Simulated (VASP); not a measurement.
# C (Pm-3m) in VASP: further runs

Runs on C. Level: PBEsol. Tasks: single point, relaxation of cell and atoms.

Program: VASP 6.6.1. These are calculated values, not measurements. Logs are shortened: lines on timing, memory, paths and dates and some standing lists are left out, and cuts for length are marked.

### 1 The cell of the first run

Symmetry: Pm-3m, No. 221, cubic system. Conventional cell: a = 1.760 Å, b = 1.760 Å, c = 1.760 Å, α = 90.00°, β = 90.00°, γ = 90.00°. Within 2.3 Å of C (site symmetry m-3m) lie 6 C at 1.76 Å.

### 2 Single point, PBEsol

Contents of INCAR:

```
SYSTEM = C
ALGO     = Normal         ! electronic algorithm
EDIFF    = 1E-6           ! SCF threshold, eV
ENCUT    = 520            ! plane-wave cutoff, eV
GGA      = PS             ! functional
ISIF     = 2              ! what is computed and relaxed
ISMEAR   = 0              ! smearing method
LASPH    = .TRUE.         ! aspherical terms in the spheres
LCHARG   = .FALSE.        ! write CHGCAR
LREAL    = .FALSE.        ! projectors in reciprocal space
LWAVE    = .FALSE.        ! write WAVECAR
NBANDS   = 8              ! bands
NELM     = 100            ! most SCF steps
PREC     = Accurate       ! precision mode
SIGMA    = 0.1            ! smearing width, eV
```

Contents of KPOINTS:

```
k-points
0
G
  32 32 32
  0 0 0
```

Contents of POSCAR:

```
C
1.0
    1.7604797227      0.0000000000      0.0000000000
    0.0000000000      1.7604797227      0.0000000000
    0.0000000000      0.0000000000      1.7604797227
C
1
Direct
    0.0000000000      0.0000000000      0.0000000000
```

Potentials or basis: VASP PAW PBE potentials, release 64 (C).

On the command line:

```bash
$ cat potpaw_PBE.64/C/POTCAR > POTCAR
$ mpirun -np 1 vasp_std > vasp.out
```

OUTCAR:

```text
SYSTEM = C
   EDIFF = 1E-6
   ENCUT = 520
   GGA = PS
   ISIF = 2
   ISMEAR = 0
   LASPH = .TRUE.
   LREAL = .FALSE.
   NELM = 100
   PREC = Accurate

 ion  position               nearest neighbor table
   1  0.000  0.000  0.000-

  LATTYP: Found a simple cubic cell.
 ALAT       =     1.7604797227

  Lattice vectors:

 A1 = (   1.7604797227,   0.0000000000,   0.0000000000)
 A2 = (   0.0000000000,   1.7604797227,   0.0000000000)
 A3 = (   0.0000000000,   0.0000000000,   1.7604797227)

Analysis of symmetry for initial positions (statically):
=====================================================================
 Subroutine PRICEL returns:
 Original cell was already a primitive cell.

 Routine SETGRP: Setting up the symmetry group for a
 simple cubic supercell.

 Subroutine GETGRP returns: Found 48 space group operations
 (whereof 48 operations were pure point group operations)
 out of a pool of 48 trial point group operations.

The static configuration has the point symmetry O_h .

Analysis of symmetry for dynamics (positions and initial velocities):
=====================================================================
 Subroutine PRICEL returns:
 Original cell was already a primitive cell.

 Routine SETGRP: Setting up the symmetry group for a
 simple cubic supercell.

 Subroutine GETGRP returns: Found 48 space group operations
 (whereof 48 operations were pure point group operations)
 out of a pool of 48 trial point group operations.

The dynamic configuration has the point symmetry O_h .

 Subroutine INISYM returns: Found 48 space group operations
 (whereof 48 operations are pure point group operations),
 and found     1 'primitive' translations

----------------------------------------------------------------------------------------

                                     Primitive cell

  volume of cell :       5.4562

  direct lattice vectors                    reciprocal lattice vectors
     1.760479723  0.000000000  0.000000000     0.568026991  0.000000000  0.000000000
     0.000000000  1.760479723  0.000000000     0.000000000  0.568026991  0.000000000
     0.000000000  0.000000000  1.760479723     0.000000000  0.000000000  0.568026991

  length of vectors
     1.760479723  1.760479723  1.760479723     0.568026991  0.568026991  0.568026991

  position of ions in fractional coordinates (direct lattice)
     0.000000000  0.000000000  0.000000000

  ion indices of the primitive-cell ions
   primitive index   ion index
                 1           1

----------------------------------------------------------------------------------------

 KPOINTS: k-points

Automatic generation of k-mesh.
 Grid dimensions read from file:
 generate k-points for:   32   32   32

 Generating k-lattice:

  Cartesian coordinates                     Fractional coordinates (reciprocal lattice)
     0.017750843  0.000000000  0.000000000     0.031250000  0.000000000  0.000000000
     0.000000000  0.017750843  0.000000000     0.000000000  0.031250000  0.000000000
     0.000000000  0.000000000  0.017750843     0.000000000  0.000000000  0.031250000

  Length of vectors
     0.017750843  0.017750843  0.017750843

  Shift w.r.t. Gamma in fractional coordinates (k-lattice)
     0.000000000  0.000000000  0.000000000

 Subroutine IBZKPT returns following result:
 ===========================================

 Found    969 irreducible k-points:

 Following reciprocal coordinates:
            Coordinates               Weight
  0.000000  0.000000  0.000000      1.000000
  0.031250  0.000000  0.000000      6.000000
  0.062500  0.000000  0.000000      6.000000
  0.093750  0.000000  0.000000      6.000000
  0.125000  0.000000  0.000000      6.000000
  0.156250  0.000000  0.000000      6.000000
[... 16 lines left out ...]
  0.187500  0.031250  0.000000     24.000000
  0.218750  0.031250  0.000000     24.000000
 [... further k-points ...]
   k-points           NKPTS =    969   k-points in BZ     NKDIM =    969   number of bands    NBANDS=      8
   number of dos      NEDOS =    301   number of ions     NIONS =      1
   total plane-waves  NPLWV =   2744
   dimension x,y,z NGX =    14 NGY =   14 NGZ =   14
   dimension x,y,z NGXF=    28 NGYF=   28 NGZF=   28
   ions per type =               1
   NGX,Y,Z   is equivalent  to a cutoff of  13.22, 13.22, 13.22 a.u.
   NGXF,Y,Z  is equivalent  to a cutoff of  26.44, 26.44, 26.44 a.u.
 SYSTEM =  C
   PREC   = accura    normal or accurate (medium, high low for compatibility)
   ISTART =      0    job   : 0-new  1-cont  2-samecut
   ICHARG =      2    charge: 1-file 2-atom 10-const
   ISPIN  =      1    spin polarized calculation?
   LNONCOLLINEAR =      F non collinear calculations
   LSORBIT =      F    spin-orbit coupling
   LASPH  =      T    aspherical Exc in radial PAW
   ENCUT  =  520.0 eV  38.22 Ry    6.18 a.u.   3.27  3.27  3.27*2*pi/ulx,y,z
   NELM   =    100;   NELMIN=  2; NELMDL= -5     # of ELM steps
   EDIFF  = 0.1E-05   stopping-criterion for ELM
   LREAL  =      F    real-space projection
   EDIFFG = 0.1E-04   stopping-criterion for IOM
   NSW    =      0    number of steps for IOM
   IBRION =     -1    ionic relax: 0-MD 1-quasi-New 2-CG
   NFREE  =      0    steps in history (QN), initial steepest desc. (CG)
   ISIF   =      2    stress and relaxation
   ISYM   =      2    0-nonsym 1-usesym 2-fastsym
   POTIM  = 0.5000    time-step for ionic-motion
   TEBEG  =    0.0;   TEEND  =   0.0 temperature during run
   PSTRESS=    0.0 pullay stress
   NELECT =       4.0000    total number of electrons
   NUPDOWN=      -1.0000    fix difference up-down
   EMIN   =  10.00;   EMAX   =-10.00  energy-range for DOS
   EFERMI =   0.00;   METHOD = LEGACY
   ISMEAR =     0;   SIGMA  =   0.10  broadening in eV -4-tet -1-fermi 0-gaus
   EFERMI_NEDOS =   21; number of points for ismear=-14 and -15
   IALGO  =     38    algorithm
   IMIX   =      4    mixing-type and parameters
     AMIX     =   0.40;   BMIX     =  1.00
     AMIX_MAG =   1.60;   BMIX_MAG =  1.00
  volume/ion in A,a.u.               =       5.46        36.82
  Fermi-wavevector in a.u.,A,eV,Ry     =   1.476150  2.789519 29.647348  2.179019
  Thomas-Fermi vector in A             =   2.590712
   LORBIT       =      0    0 simple, 1 ext, 2 COOP (PROOUT), +10 PAW based schemes
   GGA     = PS    functional components
   LHFCALC =     F    Hartree Fock is set to
   AEXX    =    0.0000 exact exchange contribution
   IVDW    =     0    specifies the selected vdW correction
   LEPSILON=     F    determine dielectric tensor
   LRPA    =     F    only Hartree local field effects (RPA)
 non-spin polarized calculation
 Gauss-broadening in eV      SIGMA  =   0.10
  energy-cutoff  :      520.00
  volume of cell :        5.46
 maximum number of plane-waves:       157
 NGX is ok and might be reduce to    14
   NGX =  7   NGY =  7   NGZ =  7

 number of electron       4.0000000 magnetization

 Free energy of the ion-electron system (eV)
  ---------------------------------------------------
  ext. energy  EPLUGINS =         0.00000000
  ---------------------------------------------------
  free energy    TOTEN  =        -7.06258538 eV

  energy without entropy =       -7.06116341  energy(sigma->0) =       -7.06187440

 E-fermi :  11.1802     XC(G=0): -14.0448

 val. band max:       11.1750406946   @ k =   0.4375   0.4063   0.2812
 cond. band min:      11.1817667603   @ k =   0.4063   0.4063   0.3125
 fundamental gap:      0.0067260657
 Fermi energy:        11.1801980886

 k-point     1 :       0.0000    0.0000    0.0000
  band No.  band energies     occupation
      1     -11.2902      2.00000
      2      20.7122      0.00000
      3      20.7122      0.00000
      4      20.7122      0.00000
      5      36.8877      0.00000
      6      36.8877      0.00000
      7      42.6309      0.00000
      8      67.8123      0.00000

 k-point     2 :       0.0312    0.0000    0.0000
  band No.  band energies     occupation
      1     -11.2513      2.00000
      2      20.4068      0.00000
      3      20.7388      0.00000
      4      20.7388      0.00000
      5      36.9316      0.00000
      6      37.2198      0.00000
      7      42.6272      0.00000
      8      67.5641      0.00000

 k-point     3 :       0.0625    0.0000    0.0000
  band No.  band energies     occupation
      1     -11.1348      2.00000
      2      19.5595      0.00000
      3      20.8179      0.00000
      4      20.8179      0.00000
      5      37.0631      0.00000
      6      38.1361      0.00000
      7      42.6215      0.00000
      8      66.8425      0.00000

 k-point     4 :       0.0938    0.0000    0.0000
  band No.  band energies     occupation
      1     -10.9405      2.00000
      2      18.3278      0.00000
      3      20.9482      0.00000
      4      20.9482      0.00000
      5      37.2816      0.00000
      6      39.4460      0.00000
      7      42.6417      0.00000
      8      65.7315      0.00000

 k-point     5 :       0.1250    0.0000    0.0000
  band No.  band energies     occupation
      1     -10.6687      2.00000
      2      16.8586      0.00000
      3      21.1270      0.00000
      4      21.1270      0.00000
      5      37.5865      0.00000
      6      40.8546      0.00000
      7      42.8235      0.00000
      8      64.3424      0.00000
[... 177 lines left out ...]
 k-point    22 :       0.1563    0.0312    0.0000
  band No.  band energies     occupation
      1     -10.2808      2.00000
      2      15.2708      0.00000
      3      21.0916      0.00000
      4      21.3751      0.00000
      5      38.2216      0.00000
      6      41.7383      0.00000
      7      43.6968      0.00000
      8      62.4980      0.00000

 k-point    23 :       0.1875    0.0312    0.0000
  band No.  band energies     occupation
      1      -9.8544      2.00000
      2      13.6105      0.00000
      3      21.3589      0.00000
      4      21.6375      0.00000
      5      38.6896      0.00000
      6      41.8367      0.00000
      7      45.3029      0.00000
      8      60.8739      0.00000

 k-point    24 :       0.2188    0.0312    0.0000
  band No.  band energies     occupation
      1      -9.3510      2.00000
      2      11.9303      0.00000
      3      21.6600      0.00000
      4      21.9314      0.00000
      5      39.2362      0.00000
      6      41.7579      0.00000
      7      47.0162      0.00000
      8      59.2581      0.00000

 [... further k-points ...]

------------------------ aborting loop because EDIFF is reached ----------------------------------------

  FORCE on cell =-STRESS in cart. coord.  units (eV):
  Direction    XX          YY          ZZ          XY          YZ          ZX
  --------------------------------------------------------------------------------------
  -------------------------------------------------------------------------------------
  Total        0.0169055      0.0169055      0.0169055     -0.0000000     -0.0000000      0.0000000
  in kB        4.9641642      4.9641642      4.9641642     -0.0000000     -0.0000000      0.0000000
  external PRESSURE =       4.9641642 kB  Pullay stress =       0.0000000 kB

 VOLUME and BASIS-vectors are now :
 -----------------------------------------------------------------------------
  energy-cutoff  :      520.00
  volume of cell :        5.46
      direct lattice vectors                 reciprocal lattice vectors
     1.760479723  0.000000000  0.000000000     0.568026991  0.000000000  0.000000000
     0.000000000  1.760479723  0.000000000     0.000000000  0.568026991  0.000000000
     0.000000000  0.000000000  1.760479723     0.000000000  0.000000000  0.568026991

 POSITION                                       TOTAL-FORCE (eV/Angst)
 -----------------------------------------------------------------------------------
      0.00000      0.00000      0.00000         0.000000      0.000000      0.000000
 -----------------------------------------------------------------------------------
    total drift:                               -0.000000     -0.000000     -0.000000

  FREE ENERGIE OF THE ION-ELECTRON SYSTEM (eV)
  ---------------------------------------------------
  free  energy   TOTEN  =        -7.0625853841 eV

  energy  without entropy=       -7.0611634088  energy(sigma->0) =       -7.06187440
```

Run time: 14 s. Hardware: 1 thread of Intel Xeon 6975P-C, shared host; peak memory 0.13 GiB.

What came out:

| Item | Value |
| --- | --- |
| Free energy | -7.0626 eV |
| Pressure | 0.5 GPa |
| Band gap on the k mesh | zero (band 2 reaches 20.71 eV, above the bottom of band 3 at 8.62 eV) |

Caveat: the PAW data sets were made with another functional, which shifts forces and pressure a little.

### 3 Relaxation of cell and atoms, PBEsol

This run uses another cell than the first one, of 5.29 Å³/atom, 0.970 times its volume.

Contents of INCAR:

```
PREC = Accurate
ENCUT = 600
EDIFF = 1E-6
ISMEAR = 0
SIGMA = 0.1
LREAL = F
LASPH = T
NELM = 60
ALGO = Normal
ISIF = 3
LWAVE = F
LCHARG = F
GGA = PS
IBRION = 2
NSW = 100
EDIFFG = -0.01
```

Contents of KPOINTS:

```
Automatic mesh
0
Gamma
  32 32 32
```

Contents of POSCAR:

```
C
1.0
    1.7428126565      0.0000000000      0.0000000000
    0.0000000000      1.7428126565      0.0000000000
    0.0000000000      0.0000000000      1.7428126565
C
1
Direct
    0.0000000000      0.0000000000      0.0000000000
```

Potentials or basis: VASP PAW PBE potentials, release 64 (C).

On the command line:

```bash
$ cat potpaw_PBE.64/C/POTCAR > POTCAR
$ mpirun -np 1 vasp_std > vasp.out
```

It took 20 s on 1 thread of Intel Xeon 6975P-C, shared host; peak memory 0.13 GiB.

The run converged. Its results:

```
Free energy                            : -7.0629 eV
Relaxed volume                         : 5.46 Å³/atom
Relaxed cell                           : a = 1.761 Å, b = 1.761 Å, c = 1.761 Å, α = 90.00°, β = 90.00°, γ = 90.00°
Space group after relaxing (to 0.05 Å) : Pm-3m (No. 221)
Energy gained by relaxing              : 6.0 meV/atom
Ionic steps                            : 3
Pressure after relaxing                : 0.0 GPa
Band gap on the k mesh                 : zero (band 2 reaches 20.69 eV, above the bottom of band 3 at 8.60 eV)
```

Step by step:
```csv
step,energy change (eV),largest force (eV/Å),pressure (GPa),volume (Å³)
1,0.0000,0.0000,11.90,5.29
2,-0.0020,0.0000,-9.05,5.60
3,-0.0060,0.0000,-0.03,5.46
```

Final structure:
```cif
data_structure
_symmetry_space_group_name_H-M 'P 1'
_symmetry_Int_Tables_number 1
_cell_length_a 1.7609
_cell_length_b 1.7609
_cell_length_c 1.7609
_cell_angle_alpha 90.000
_cell_angle_beta 90.000
_cell_angle_gamma 90.000
_cell_volume 5.46
loop_
_atom_site_label
_atom_site_type_symbol
_atom_site_fract_x
_atom_site_fract_y
_atom_site_fract_z
_atom_site_occupancy
C1 C 0.00000 0.00000 0.00000 1
```

Levels at points of the mesh, in eV from the Fermi level:
```csv
k point,band 1,band 2,band 3,band 4,band 5,band 6
"(0.00, 0.00, 0.00)",-22.46,9.52,9.52,9.52,25.70,25.70
"(0.50, 0.00, 0.00)",-12.75,-12.52,12.94,12.94,29.81,33.73
"(0.50, 0.50, 0.00)",-6.19,-6.19,-2.56,7.91,15.69,42.03
"(0.50, 0.50, 0.50)",-0.98,-0.98,-0.98,9.12,17.43,17.43
```

Caveat: the PAW data sets were made with another functional, which shifts forces and pressure a little.
